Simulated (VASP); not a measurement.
# B5P (P4mm) in VASP: a series of runs

The runs below take B5P through relaxation of cell and atoms, single point, with PBE.

Everything below comes from runs of VASP 6.6.1. Logs are shortened: lines on timing, memory, paths and dates and some standing lists are left out, and cuts for length are marked.

### 1 The cell of the first run

It takes space group P4mm (No. 99, tetragonal). The conventional cell has a = 3.767 Å, b = 3.767 Å, c = 4.158 Å, α = 90.00°, β = 90.00°, γ = 90.00°. B (site symmetry m) has 1 P at 1.26 Å and 3 B at 1.27 to 1.76 Å within 1.8 Å. Within 2.2 Å of B (site symmetry 4mm) lie 1 P at 1.66 Å and 4 B at 1.95 Å. P (site symmetry 4mm) has 5 B at 1.26 to 1.66 Å within 1.7 Å.

The cell was built from a structure type or drawn by symmetry, and may not be a known phase.

### 2 Relaxation of cell and atoms, PBE

INCAR reads:

```
SYSTEM = B5P
PREC = Accurate
ENCUT = 500
EDIFF = 1E-7
ISMEAR = 0
SIGMA = 0.2
LREAL = .FALSE.
LASPH = .TRUE.
NELM = 120
ALGO = Normal
ISIF = 3
LWAVE = .FALSE.
LCHARG = .FALSE.
GGA = PE
IBRION = 2
NSW = 36
EDIFFG = -0.08
GGA_COMPAT = .FALSE.
NELMIN = 4
```

KPOINTS reads:

```
regular mesh
0
G
  4 4 4
  0 0 0
```

POSCAR reads:

```
B5P
1.0
    3.7670021700      0.0000000000      0.0000000000
    0.0000000000      3.7670021700      0.0000000000
    0.0000000000      0.0000000000      4.1581647400
B P
5 1
Direct
    0.6689882600      0.0000000000      0.4267934800
    0.3310117400      0.0000000000      0.4267934800
    0.0000000000      0.6689882600      0.4267934800
    0.0000000000      0.3310117400      0.4267934800
    0.0000000000      0.0000000000      0.0652675000
    0.0000000000      0.0000000000      0.4652496100
```

Potentials or basis: VASP PAW PBE potentials, release 64 (B, P).

Started as:

```console
$ cat potpaw_PBE.64/B/POTCAR potpaw_PBE.64/P/POTCAR > POTCAR
$ mpirun -np 1 vasp_std > vasp.out
```

OUTCAR:

```text
SYSTEM = B5P
   PREC = Accurate
   ENCUT = 500
   EDIFF = 1E-7
   ISMEAR = 0
   LREAL = .FALSE.
   LASPH = .TRUE.
   NELM = 120
   ISIF = 3
   GGA = PE
   IBRION = 2
   NSW = 36
   EDIFFG = -0.08
   NELMIN = 4

 ion  position               nearest neighbor table
   1  0.669  0.000  0.427-   6 1.26   2 1.27   4 1.76   3 1.76   5 1.95   6 2.53
   2  0.331  0.000  0.427-   6 1.26   1 1.27   4 1.76   3 1.76   5 1.95   6 2.53
   3  0.000  0.669  0.427-   6 1.26   4 1.27   1 1.76   2 1.76   5 1.95   6 2.53
   4  0.000  0.331  0.427-   6 1.26   3 1.27   1 1.76   2 1.76   5 1.95   6 2.53
   5  0.000  0.000  0.065-   6 1.66   2 1.95   3 1.95   4 1.95   1 1.95   6 2.49
   6  0.000  0.000  0.465-   1 1.26   2 1.26   3 1.26   4 1.26   5 1.66   5 2.49   1 2.53   3 2.53
                             4 2.53   2 2.53

 -----------------------------------------------------------------------------
|                                                                             |
|           W    W    AA    RRRRR   N    N  II  N    N   GGGG   !!!           |
|           W    W   A  A   R    R  NN   N  II  NN   N  G    G  !!!           |
|           W    W  A    A  R    R  N N  N  II  N N  N  G       !!!           |
|           W WW W  AAAAAA  RRRRR   N  N N  II  N  N N  G  GGG   !            |
|           WW  WW  A    A  R   R   N   NN  II  N   NN  G    G                |
|           W    W  A    A  R    R  N    N  II  N    N   GGGG   !!!           |
|                                                                             |
|     The distance between some ions is very small. Please check the          |
|     nearest-neighbor list in the OUTCAR file.                               |
|     I HOPE YOU KNOW WHAT YOU ARE DOING!                                     |
|                                                                             |
 -----------------------------------------------------------------------------

  LATTYP: Found a simple tetragonal cell.
 ALAT       =     3.7670021700
 C/A-ratio  =     1.1038392208

  Lattice vectors:

 A1 = (   3.7670021700,   0.0000000000,   0.0000000000)
 A2 = (   0.0000000000,   3.7670021700,   0.0000000000)
 A3 = (   0.0000000000,   0.0000000000,   4.1581647400)

Analysis of symmetry for initial positions (statically):
=====================================================================
 Subroutine PRICEL returns:
 Original cell was already a primitive cell.

 Routine SETGRP: Setting up the symmetry group for a
 simple tetragonal supercell.

 Subroutine GETGRP returns: Found  8 space group operations
 (whereof  8 operations were pure point group operations)
 out of a pool of 16 trial point group operations.

The static configuration has the point symmetry C_4v.

Analysis of symmetry for dynamics (positions and initial velocities):
=====================================================================
 Subroutine PRICEL returns:
 Original cell was already a primitive cell.

 Routine SETGRP: Setting up the symmetry group for a
 simple tetragonal supercell.

 Subroutine GETGRP returns: Found  8 space group operations
 (whereof  8 operations were pure point group operations)
 out of a pool of 16 trial point group operations.

The dynamic configuration has the point symmetry C_4v.

 Subroutine INISYM returns: Found  8 space group operations
 (whereof  8 operations are pure point group operations),
 and found     1 'primitive' translations

----------------------------------------------------------------------------------------

                                     Primitive cell

  volume of cell :      59.0056

  direct lattice vectors                    reciprocal lattice vectors
     3.767002170  0.000000000  0.000000000     0.265463080  0.000000000  0.000000000
     0.000000000  3.767002170  0.000000000     0.000000000  0.265463080  0.000000000
     0.000000000  0.000000000  4.158164740     0.000000000  0.000000000  0.240490712

  length of vectors
     3.767002170  3.767002170  4.158164740     0.265463080  0.265463080  0.240490712

  position of ions in fractional coordinates (direct lattice)
     0.668988260  0.000000000  0.426793480
     0.331011740  0.000000000  0.426793480
     0.000000000  0.668988260  0.426793480
     0.000000000  0.331011740  0.426793480
     0.000000000  0.000000000  0.065267500
     0.000000000  0.000000000  0.465249610

  ion indices of the primitive-cell ions
   primitive index   ion index
                 1           1
                 2           2
                 3           3
                 4           4
                 5           5
                 6           6

----------------------------------------------------------------------------------------

 KPOINTS: regular mesh

Automatic generation of k-mesh.
 Grid dimensions read from file:
 generate k-points for:    4    4    4

 Generating k-lattice:

  Cartesian coordinates                     Fractional coordinates (reciprocal lattice)
     0.066365770  0.000000000  0.000000000     0.250000000  0.000000000  0.000000000
     0.000000000  0.066365770  0.000000000     0.000000000  0.250000000  0.000000000
     0.000000000  0.000000000  0.060122678     0.000000000  0.000000000  0.250000000

  Length of vectors
     0.066365770  0.066365770  0.060122678

  Shift w.r.t. Gamma in fractional coordinates (k-lattice)
     0.000000000  0.000000000  0.000000000

 Subroutine IBZKPT returns following result:
 ===========================================

 Found     18 irreducible k-points:

 Following reciprocal coordinates:
            Coordinates               Weight
  0.000000  0.000000  0.000000      1.000000
  0.250000  0.000000  0.000000      4.000000
  0.500000  0.000000  0.000000      2.000000
  0.250000  0.250000  0.000000      4.000000
  0.500000  0.250000  0.000000      4.000000
  0.500000  0.500000  0.000000      1.000000
[... 10 lines left out ...]
  0.500000  0.250000  0.500000      4.000000
  0.500000  0.500000  0.500000      1.000000
   k-points           NKPTS =     18   k-points in BZ     NKDIM =     18   number of bands    NBANDS=     14
   number of dos      NEDOS =    301   number of ions     NIONS =      6
   total plane-waves  NPLWV =  23520
   dimension x,y,z NGX =    28 NGY =   28 NGZ =   30
   dimension x,y,z NGXF=    56 NGYF=   56 NGZF=   60
   ions per type =               5   1
   NGX,Y,Z   is equivalent  to a cutoff of  12.36, 12.36, 11.99 a.u.
   NGXF,Y,Z  is equivalent  to a cutoff of  24.71, 24.71, 23.99 a.u.
 SYSTEM =  B5P
   PREC   = accura    normal or accurate (medium, high low for compatibility)
   ISTART =      0    job   : 0-new  1-cont  2-samecut
   ICHARG =      2    charge: 1-file 2-atom 10-const
   ISPIN  =      1    spin polarized calculation?
   LNONCOLLINEAR =      F non collinear calculations
   LSORBIT =      F    spin-orbit coupling
   LASPH  =      T    aspherical Exc in radial PAW
   ENCUT  =  500.0 eV  36.75 Ry    6.06 a.u.   6.87  6.87  7.58*2*pi/ulx,y,z
   NELM   =    120;   NELMIN=  4; NELMDL= -5     # of ELM steps
   EDIFF  = 0.1E-06   stopping-criterion for ELM
   LREAL  =      F    real-space projection
   EDIFFG = -.8E-01   stopping-criterion for IOM
   NSW    =     36    number of steps for IOM
   IBRION =      2    ionic relax: 0-MD 1-quasi-New 2-CG
   NFREE  =      1    steps in history (QN), initial steepest desc. (CG)
   ISIF   =      3    stress and relaxation
   ISYM   =      2    0-nonsym 1-usesym 2-fastsym
   POTIM  = 0.5000    time-step for ionic-motion
   TEBEG  =    0.0;   TEEND  =   0.0 temperature during run
   PSTRESS=    0.0 pullay stress
   NELECT =      20.0000    total number of electrons
   NUPDOWN=      -1.0000    fix difference up-down
   EMIN   =  10.00;   EMAX   =-10.00  energy-range for DOS
   EFERMI =   0.00;   METHOD = LEGACY
   ISMEAR =     0;   SIGMA  =   0.20  broadening in eV -4-tet -1-fermi 0-gaus
   EFERMI_NEDOS =   21; number of points for ismear=-14 and -15
   IALGO  =     38    algorithm
   IMIX   =      4    mixing-type and parameters
     AMIX     =   0.40;   BMIX     =  1.00
     AMIX_MAG =   1.60;   BMIX_MAG =  1.00
  volume/ion in A,a.u.               =       9.83        66.36
  Fermi-wavevector in a.u.,A,eV,Ry     =   1.141442  2.157012 17.726879  1.302889
  Thomas-Fermi vector in A             =   2.278142
   LORBIT       =      0    0 simple, 1 ext, 2 COOP (PROOUT), +10 PAW based schemes
   GGA     = PE    functional components
   LHFCALC =     F    Hartree Fock is set to
   AEXX    =    0.0000 exact exchange contribution
   IVDW    =     0    specifies the selected vdW correction
   LEPSILON=     F    determine dielectric tensor
   LRPA    =     F    only Hartree local field effects (RPA)
 conjugate gradient relaxation of ions
 non-spin polarized calculation
 Gauss-broadening in eV      SIGMA  =   0.20
  energy-cutoff  :      500.00
  volume of cell :       59.01
 maximum number of plane-waves:      1516
 NGX is ok and might be reduce to    28
   NGX = 13   NGY = 13   NGZ = 15

--------------------------------------- Ionic step        1  -------------------------------------------

 number of electron      19.9999997 magnetization

 Free energy of the ion-electron system (eV)
  ---------------------------------------------------
  ext. energy  EPLUGINS =         0.00000000
  ---------------------------------------------------
  free energy    TOTEN  =         7.23823470 eV

  energy without entropy =        7.25214923  energy(sigma->0) =        7.24519197

------------------------ aborting loop because EDIFF is reached ----------------------------------------

  FORCE on cell =-STRESS in cart. coord.  units (eV):
  Direction    XX          YY          ZZ          XY          YZ          ZX
  --------------------------------------------------------------------------------------
  -------------------------------------------------------------------------------------
  Total      121.8635064    121.8635064     11.7582078      0.0000000     -0.0000000      0.0000000
  in kB     3308.9546883   3308.9546883    319.2701235      0.0000000     -0.0000000      0.0000000
  external PRESSURE =    2312.3931667 kB  Pullay stress =       0.0000000 kB
[... 718 lines left out ...]
      1     -11.5174      2.00000
      2      -8.4587      2.00000
      3      -5.2836      2.00000
      4      -5.2836      2.00000
      5      -1.9592      2.00000
      6      -1.9592      2.00000
      7      -0.8431      2.00000
      8      -0.6672      2.00000
      9       1.9113      2.00000
     10       1.9113      2.00000
     11       5.9551      0.00000
     12       7.5736      0.00000
     13       7.9456      0.00000
     14       7.9456      0.00000

[... ionic steps 4 to 31 ...]

--------------------------------------- Ionic step       32  -------------------------------------------

 number of electron      20.0000000 magnetization

------------------------ aborting loop because EDIFF is reached ----------------------------------------
[... 75 lines left out ...]
--------------------------------------- Ionic step       34  -------------------------------------------

 number of electron      20.0000000 magnetization

 Free energy of the ion-electron system (eV)
  ---------------------------------------------------
  ext. energy  EPLUGINS =         0.00000000
  ---------------------------------------------------
  free energy    TOTEN  =       -38.24252727 eV

  energy without entropy =      -38.24249308  energy(sigma->0) =      -38.24251017

 E-fermi :   3.0653     XC(G=0):  -8.6260

 val. band max:        2.6124915823   @ k =   0.0000   0.0000   0.5000
 cond. band min:       3.5275986434   @ k =   0.5000   0.0000   0.0000
 fundamental gap:      0.9151070611
 Fermi energy:         3.0653149003
[... 337 lines left out ...]
  FREE ENERGIE OF THE ION-ELECTRON SYSTEM (eV)
  ---------------------------------------------------
  free  energy   TOTEN  =       -38.2425272685 eV

  energy  without entropy=      -38.2424930772  energy(sigma->0) =      -38.24251017

 reached required accuracy - stopping structural energy minimisation
```

Wall time 6.3 min (1 thread of Intel Xeon Platinum 8488C (Sapphire Rapids), shared host); peak memory 0.16 GiB.

Results:

```yaml
Free_energy: -38.2425 eV
Relaxed_volume: 13.49 Å³/atom
Relaxed_cell: a = 4.286 Å, b = 4.286 Å, c = 4.406 Å, α = 90.00°, β = 90.00°, γ = 90.00°
Space_group_after_relaxing_to_0.1_Å: P4mm (No. 99)
Pressure_after_relaxing: 0.0 GPa
Largest_force_after_relaxing: 0.044 eV/Å
Band_gap_on_the_k_mesh: 0.92 eV (least direct gap 1.10 eV)
```

Forces on the atoms (eV/Å):
```
B    0.039  0.000  0.000
B   -0.039  0.000  0.000
B    0.000  0.039  0.000
B    0.000 -0.039  0.000
B    0.000  0.000 -0.044
P    0.000  0.000  0.043
```

Stress tensor (GPa, compression positive):
```
-0.39  0.00  0.00
 0.00 -0.39  0.00
 0.00  0.00  0.72
```

Final structure:
```
B P
1.0
     4.28594    0.00000    0.00000
     0.00000    4.28594    0.00000
     0.00000    0.00000    4.40567
B P
5 1
Cartesian
  1.3080 0.0000 1.5849
  2.9780 0.0000 1.5849
  0.0000 1.3080 1.5849
  0.0000 2.9780 1.5849
  0.0000 0.0000 0.5010
  0.0000 0.0000 3.0180
```

Caveat: the volume moved by over 15 % at a fixed basis, so the end points are rough; the relaxation stopped at a loose force limit of 0.08 eV/Å, so its end isn't a converged minimum.

### 3 Single point, PBE

This run uses another cell than the first one, of 13.48 Å³/atom.

INCAR reads:

```
SYSTEM = B5P
ALGO     = Normal         ! electronic algorithm
EDIFF    = 1E-6           ! SCF threshold, eV
ENCUT    = 500            ! plane-wave cutoff, eV
GGA      = PE             ! functional
GGA_COMPAT= .FALSE.      
ISIF     = 2              ! what is computed and relaxed
ISMEAR   = 0              ! smearing method
LASPH    = .TRUE.         ! aspherical terms in the spheres
LCHARG   = .TRUE.         ! write CHGCAR
LELF     = .TRUE.         ! ELF
LREAL    = .FALSE.        ! projectors in reciprocal space
LVHAR    = .TRUE.       
LWAVE    = .FALSE.        ! write WAVECAR
NBANDS   = 19             ! bands
NELM     = 120            ! most SCF steps
PREC     = Accurate       ! precision mode
SIGMA    = 0.2            ! smearing width, eV
```

KPOINTS reads:

```
k-points
0
G
  4 4 4
  0 0 0
```

POSCAR reads:

```
B5P
1.0
    4.2793155651      0.0000000000      0.0000000000
    0.0000000000      4.2793155651      0.0000000000
    0.0000000000      0.0000000000      4.4156786637
B P
5 1
Direct
    0.6949188177      0.0000000000      0.3597520985
    0.3050811823      0.0000000000      0.3597520985
    0.0000000000      0.6949188177      0.3597520985
    0.0000000000      0.3050811823      0.3597520985
    0.0000000000      0.0000000000      0.1134080449
    0.0000000000      0.0000000000      0.6852745909
```

Potentials or basis: VASP PAW PBE potentials, release 64 (B, P).

Started as:

```console
$ cat potpaw_PBE.64/B/POTCAR potpaw_PBE.64/P/POTCAR > POTCAR
$ mpirun -np 1 vasp_std > vasp.out
```

Run time: 35 s. Hardware: 1 thread of Intel Xeon 8259CL, shared host; peak memory 0.17 GiB.

It converged, with:

```yaml
Free_energy: -38.2492 eV
Pressure: 0.0 GPa
Largest_force: 0.052 eV/Å
Band_gap_on_the_k_mesh: 0.88 eV (least direct gap 1.11 eV)
```

Forces on the atoms (eV/Å):
```
B   -0.051  0.000  0.004
B    0.051  0.000  0.004
B    0.000 -0.051  0.004
B    0.000  0.051  0.004
B    0.000  0.000  0.030
P    0.000  0.000 -0.045
```

Stress tensor (GPa, compression positive):
```
 0.03  0.00  0.00
 0.00  0.03  0.00
 0.00  0.00 -0.11
```

Levels at points of the mesh, in eV from the valence-band top:
```tsv
k point	band 8	band 9	band 10	band 11	band 12	band 13
(0.00, 0.00, 0.00)	-1.48	-1.48	-0.10	1.91	1.91	2.09
(0.50, 0.00, 0.00)	-2.40	-2.10	-1.40	0.88	2.72	3.45
(0.50, 0.50, 0.00)	-3.16	-2.28	-2.28	1.69	1.69	5.87
(0.00, 0.00, 0.50)	-3.43	-3.43	0.00	1.11	2.50	3.88
(0.50, 0.00, 0.50)	-3.23	-2.22	-1.98	2.14	3.05	3.06
(0.50, 0.50, 0.50)	-2.89	-2.04	-2.04	2.53	4.53	5.34
```

A k mesh can miss the band edges.

(Part 1 of 2 ends here.)
